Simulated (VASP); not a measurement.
# Mg4Cu (Pm-3m) in VASP: further runs

Mg4Cu is run at these levels: PBE; tasks: single point, relaxation of cell and atoms.

Program: VASP 6.6.1. These are calculated values, not measurements. Logs are shortened: lines on timing, memory, paths and dates and some standing lists are left out, and cuts for length are marked.

## Step 1: The cell of the first run

The structure is cubic, space group Pm-3m (No. 221). Conventional cell: a = 4.924 Å, b = 4.924 Å, c = 4.924 Å, α = 90.00°, β = 90.00°, γ = 90.00°. Mg (site symmetry m-3m) has 12 Mg at 3.48 Å and 8 Cu at 4.26 Å within 4.6 Å. Mg (site symmetry 4/mmm) has 2 Cu at 2.46 Å within 3.3 Å. Cu (site symmetry m-3m) has 6 Mg at 2.46 Å within 3.3 Å.

## Step 2: Single point, PBE

File INCAR:

```
SYSTEM = Mg4Cu
PREC = Accurate
ENCUT = 520
EDIFF = 1E-6
ISMEAR = 0
SIGMA = 0.1
LREAL = .False.
LASPH = .True.
NELM = 60
ALGO = Fast
ISIF = 2
LWAVE = .False.
LCHARG = .True.
GGA = PE
LELF = .True.
LVHAR = .True.
NBANDS = 18
```

File KPOINTS:

```
Automatic mesh
0
Gamma
  8 8 8
  0 0 0
```

File POSCAR:

```
Mg4Cu
1.0
    4.9244922950      0.0000000000      0.0000000000
    0.0000000000      4.9244922950      0.0000000000
    0.0000000000      0.0000000000      4.9244922950
Mg Cu
4 1
Direct
    0.0000000000      0.0000000000      0.0000000000
    0.5000000000      0.5000000000      0.0000000000
    0.5000000000      0.0000000000      0.5000000000
    0.0000000000      0.5000000000      0.5000000000
    0.5000000000      0.5000000000      0.5000000000
```

Potentials or basis: VASP PAW PBE potentials, release 64 (Mg, Cu).

Run with:

```
> cat potpaw_PBE.64/Mg/POTCAR potpaw_PBE.64/Cu/POTCAR > POTCAR
> mpirun -np 1 vasp_std > vasp.out
```

OUTCAR:

```text
SYSTEM = Mg4Cu
   PREC = Accurate
   ENCUT = 520
   EDIFF = 1E-6
   ISMEAR = 0
   LREAL = .False.
   LASPH = .True.
   NELM = 60
   ISIF = 2
   GGA = PE

 ion  position               nearest neighbor table
   1  0.000  0.000  0.000-   2 3.48   3 3.48   4 3.48   3 3.48   4 3.48   2 3.48   4 3.48   4 3.48
                             2 3.48   3 3.48   3 3.48   2 3.48
   2  0.500  0.500  0.000-   5 2.46   5 2.46   4 3.48   1 3.48   3 3.48   4 3.48   3 3.48   1 3.48
                             3 3.48   3 3.48   1 3.48   4 3.48   4 3.48   1 3.48
   3  0.500  0.000  0.500-   5 2.46   5 2.46   4 3.48   1 3.48   1 3.48   2 3.48   2 3.48   4 3.48
                             2 3.48   2 3.48   1 3.48   4 3.48   1 3.48   4 3.48
   4  0.000  0.500  0.500-   5 2.46   5 2.46   3 3.48   1 3.48   1 3.48   2 3.48   1 3.48   3 3.48
                             1 3.48   2 3.48   3 3.48   2 3.48   2 3.48   3 3.48
   5  0.500  0.500  0.500-   2 2.46   3 2.46   4 2.46   2 2.46   3 2.46   4 2.46

  LATTYP: Found a simple cubic cell.
 ALAT       =     4.9244922950

  Lattice vectors:

 A1 = (   4.9244922950,   0.0000000000,   0.0000000000)
 A2 = (   0.0000000000,   4.9244922950,   0.0000000000)
 A3 = (   0.0000000000,   0.0000000000,   4.9244922950)

Analysis of symmetry for initial positions (statically):
=====================================================================
 Subroutine PRICEL returns:
 Original cell was already a primitive cell.

 Routine SETGRP: Setting up the symmetry group for a
 simple cubic supercell.

 Subroutine GETGRP returns: Found 48 space group operations
 (whereof 48 operations were pure point group operations)
 out of a pool of 48 trial point group operations.

The static configuration has the point symmetry O_h .

Analysis of symmetry for dynamics (positions and initial velocities):
=====================================================================
 Subroutine PRICEL returns:
 Original cell was already a primitive cell.

 Routine SETGRP: Setting up the symmetry group for a
 simple cubic supercell.

 Subroutine GETGRP returns: Found 48 space group operations
 (whereof 48 operations were pure point group operations)
 out of a pool of 48 trial point group operations.

The dynamic configuration has the point symmetry O_h .

 Subroutine INISYM returns: Found 48 space group operations
 (whereof 48 operations are pure point group operations),
 and found     1 'primitive' translations

----------------------------------------------------------------------------------------

                                     Primitive cell

  volume of cell :     119.4220

  direct lattice vectors                    reciprocal lattice vectors
     4.924492295  0.000000000  0.000000000     0.203066619  0.000000000  0.000000000
     0.000000000  4.924492295  0.000000000     0.000000000  0.203066619  0.000000000
     0.000000000  0.000000000  4.924492295     0.000000000  0.000000000  0.203066619

  length of vectors
     4.924492295  4.924492295  4.924492295     0.203066619  0.203066619  0.203066619

  position of ions in fractional coordinates (direct lattice)
     0.000000000  0.000000000  0.000000000
     0.500000000  0.500000000  0.000000000
     0.500000000  0.000000000  0.500000000
     0.000000000  0.500000000  0.500000000
     0.500000000  0.500000000  0.500000000

  ion indices of the primitive-cell ions
   primitive index   ion index
                 1           1
                 2           2
                 3           3
                 4           4
                 5           5

----------------------------------------------------------------------------------------

 KPOINTS: Automatic mesh

Automatic generation of k-mesh.
 Grid dimensions read from file:
 generate k-points for:    8    8    8

 Generating k-lattice:

  Cartesian coordinates                     Fractional coordinates (reciprocal lattice)
     0.025383327  0.000000000  0.000000000     0.125000000  0.000000000  0.000000000
     0.000000000  0.025383327  0.000000000     0.000000000  0.125000000  0.000000000
     0.000000000  0.000000000  0.025383327     0.000000000  0.000000000  0.125000000

  Length of vectors
     0.025383327  0.025383327  0.025383327

  Shift w.r.t. Gamma in fractional coordinates (k-lattice)
     0.000000000  0.000000000  0.000000000

 Subroutine IBZKPT returns following result:
 ===========================================

 Found     35 irreducible k-points:

 Following reciprocal coordinates:
            Coordinates               Weight
  0.000000  0.000000  0.000000      1.000000
  0.125000  0.000000  0.000000      6.000000
  0.250000  0.000000  0.000000      6.000000
  0.375000  0.000000  0.000000      6.000000
  0.500000  0.000000  0.000000      3.000000
  0.125000  0.125000  0.000000     12.000000
[... 16 lines left out ...]
  0.375000  0.375000  0.125000     24.000000
  0.500000  0.375000  0.125000     24.000000
 [... further k-points ...]
   k-points           NKPTS =     35   k-points in BZ     NKDIM =     35   number of bands    NBANDS=     18
   number of dos      NEDOS =    301   number of ions     NIONS =      5
   total plane-waves  NPLWV =  64000
   dimension x,y,z NGX =    40 NGY =   40 NGZ =   40
   dimension x,y,z NGXF=    80 NGYF=   80 NGZF=   80
   ions per type =               4   1
   NGX,Y,Z   is equivalent  to a cutoff of  13.50, 13.50, 13.50 a.u.
   NGXF,Y,Z  is equivalent  to a cutoff of  27.01, 27.01, 27.01 a.u.
 SYSTEM =  Mg4Cu
   PREC   = accura    normal or accurate (medium, high low for compatibility)
   ISTART =      0    job   : 0-new  1-cont  2-samecut
   ICHARG =      2    charge: 1-file 2-atom 10-const
   ISPIN  =      1    spin polarized calculation?
   LNONCOLLINEAR =      F non collinear calculations
   LSORBIT =      F    spin-orbit coupling
   LASPH  =      T    aspherical Exc in radial PAW
   ENCUT  =  520.0 eV  38.22 Ry    6.18 a.u.   9.16  9.16  9.16*2*pi/ulx,y,z
   NELM   =     60;   NELMIN=  2; NELMDL= -5     # of ELM steps
   EDIFF  = 0.1E-05   stopping-criterion for ELM
   LREAL  =      F    real-space projection
   EDIFFG = 0.1E-04   stopping-criterion for IOM
   NSW    =      0    number of steps for IOM
   IBRION =     -1    ionic relax: 0-MD 1-quasi-New 2-CG
   NFREE  =      0    steps in history (QN), initial steepest desc. (CG)
   ISIF   =      2    stress and relaxation
   ISYM   =      2    0-nonsym 1-usesym 2-fastsym
   POTIM  = 0.5000    time-step for ionic-motion
   TEBEG  =    0.0;   TEEND  =   0.0 temperature during run
   PSTRESS=    0.0 pullay stress
   NELECT =      19.0000    total number of electrons
   NUPDOWN=      -1.0000    fix difference up-down
   EMIN   =  10.00;   EMAX   =-10.00  energy-range for DOS
   EFERMI =   0.00;   METHOD = LEGACY
   ISMEAR =     0;   SIGMA  =   0.10  broadening in eV -4-tet -1-fermi 0-gaus
   EFERMI_NEDOS =   21; number of points for ismear=-14 and -15
   IALGO  =     68    algorithm
   IMIX   =      4    mixing-type and parameters
     AMIX     =   0.40;   BMIX     =  1.00
     AMIX_MAG =   1.60;   BMIX_MAG =  1.00
  volume/ion in A,a.u.               =      23.88       161.18
  Fermi-wavevector in a.u.,A,eV,Ry     =   0.887084  1.676345 10.706661  0.786917
  Thomas-Fermi vector in A             =   2.008335
   LORBIT       =      0    0 simple, 1 ext, 2 COOP (PROOUT), +10 PAW based schemes
   GGA     = PE    functional components
   LHFCALC =     F    Hartree Fock is set to
   AEXX    =    0.0000 exact exchange contribution
   IVDW    =     0    specifies the selected vdW correction
   LEPSILON=     F    determine dielectric tensor
   LRPA    =     F    only Hartree local field effects (RPA)
 non-spin polarized calculation
 RMM-DIIS sequential band-by-band and
 Gauss-broadening in eV      SIGMA  =   0.10
  energy-cutoff  :      520.00
  volume of cell :      119.42
 maximum number of plane-waves:      3238
 NGX is ok and might be reduce to    40
   NGX = 19   NGY = 19   NGZ = 19

 number of electron      19.0000013 magnetization

 Free energy of the ion-electron system (eV)
  ---------------------------------------------------
  ext. energy  EPLUGINS =         0.00000000
  ---------------------------------------------------
  free energy    TOTEN  =        -8.99945799 eV

  energy without entropy =       -8.99013506  energy(sigma->0) =       -8.99479652

 E-fermi :   2.2851     XC(G=0):  -8.4156

 val. band max:        2.2797237965   @ k =   0.5000   0.3750   0.2500
 cond. band min:       2.3355310230   @ k =   0.5000   0.3750   0.3750
 fundamental gap:      0.0558072265
 Fermi energy:         2.2850748722

 k-point     1 :       0.0000    0.0000    0.0000
  band No.  band energies     occupation
      1      -4.3544      2.00000
      2      -1.4195      2.00000
      3      -1.4195      2.00000
      4      -1.0981      2.00000
      5      -1.0981      2.00000
      6      -1.0981      2.00000
[... 10 lines left out ...]
     17       8.0523      0.00000
     18       8.0550      0.00000

 k-point     2 :       0.1250    0.0000    0.0000
  band No.  band energies     occupation
      1      -4.2624      2.00000
      2      -1.4165      2.00000
      3      -1.4154      2.00000
      4      -1.1060      2.00000
      5      -1.1060      2.00000
      6      -1.0973      2.00000
[... 10 lines left out ...]
     17       7.6460      0.00000
     18       7.6471      0.00000

 k-point     3 :       0.2500    0.0000    0.0000
  band No.  band energies     occupation
      1      -3.9929      2.00000
      2      -1.4415      2.00000
      3      -1.4054      2.00000
      4      -1.1244      2.00000
      5      -1.1244      2.00000
      6      -1.0953      2.00000
[... 10 lines left out ...]
     17       7.8275      0.00000
     18       7.8276      0.00000

 k-point     4 :       0.3750    0.0000    0.0000
  band No.  band energies     occupation
      1      -3.5826      2.00000
      2      -1.8114      2.00000
      3      -1.3955      2.00000
      4      -1.1845      2.00000
      5      -1.1417      2.00000
      6      -1.1417      2.00000
[... 375 lines left out ...]
      4      -1.2273      2.00000
      5      -1.1781      2.00000
      6      -1.1264      2.00000
[... 10 lines left out ...]
     17       7.2725      0.00000
     18       8.2175      0.00000

 k-point    23 :       0.3750    0.3750    0.1250
  band No.  band energies     occupation
      1      -2.7557      2.00000
      2      -1.4817      2.00000
      3      -1.2963      2.00000
      4      -1.2861      2.00000
      5      -1.1540      2.00000
      6      -1.1538      2.00000
[... 10 lines left out ...]
     17       7.9473      0.00000
     18       8.5956      0.00000

 k-point    24 :       0.5000    0.3750    0.1250
  band No.  band energies     occupation
      1      -2.4866      2.00000
      2      -1.5701      2.00000
      3      -1.3094      2.00000
      4      -1.2248      2.00000
      5      -1.1837      2.00000
      6      -1.1498      2.00000
[... 10 lines left out ...]
     17       7.7448      0.00000
     18       8.7960      0.00000

 [... further k-points ...]
[... 5 lines left out ...]
  --------------------------------------------------------------------------------------
  -------------------------------------------------------------------------------------
  Total        0.0044905      0.0044905      0.0044905      0.0000000      0.0000000      0.0000000
  in kB        0.0602448      0.0602448      0.0602448      0.0000000      0.0000000      0.0000000
  external PRESSURE =       0.0602448 kB  Pullay stress =       0.0000000 kB

 VOLUME and BASIS-vectors are now :
 -----------------------------------------------------------------------------
  energy-cutoff  :      520.00
  volume of cell :      119.42
      direct lattice vectors                 reciprocal lattice vectors
     4.924492295  0.000000000  0.000000000     0.203066619  0.000000000  0.000000000
     0.000000000  4.924492295  0.000000000     0.000000000  0.203066619  0.000000000
     0.000000000  0.000000000  4.924492295     0.000000000  0.000000000  0.203066619

 POSITION                                       TOTAL-FORCE (eV/Angst)
 -----------------------------------------------------------------------------------
      0.00000      0.00000      0.00000         0.000000      0.000000      0.000000
      2.46225      2.46225      0.00000         0.000000      0.000000      0.000000
      2.46225      0.00000      2.46225         0.000000      0.000000      0.000000
      0.00000      2.46225      2.46225         0.000000      0.000000      0.000000
      2.46225      2.46225      2.46225         0.000000      0.000000      0.000000
 -----------------------------------------------------------------------------------
    total drift:                               -0.000000      0.000000     -0.000000

  FREE ENERGIE OF THE ION-ELECTRON SYSTEM (eV)
  ---------------------------------------------------
  free  energy   TOTEN  =        -8.9994579898 eV

  energy  without entropy=       -8.9901350564  energy(sigma->0) =       -8.99479652
```

Wall time 1.7 min (1 thread of Intel Xeon Platinum 8259CL at 2.50GHz (Skylake/Cascade Lake), shared host); peak memory 0.28 GiB.

What came out:

```yaml
Free_energy: -8.9995 eV
Pressure: 0.0 GPa
```

(Continued in part 2 of 2.)
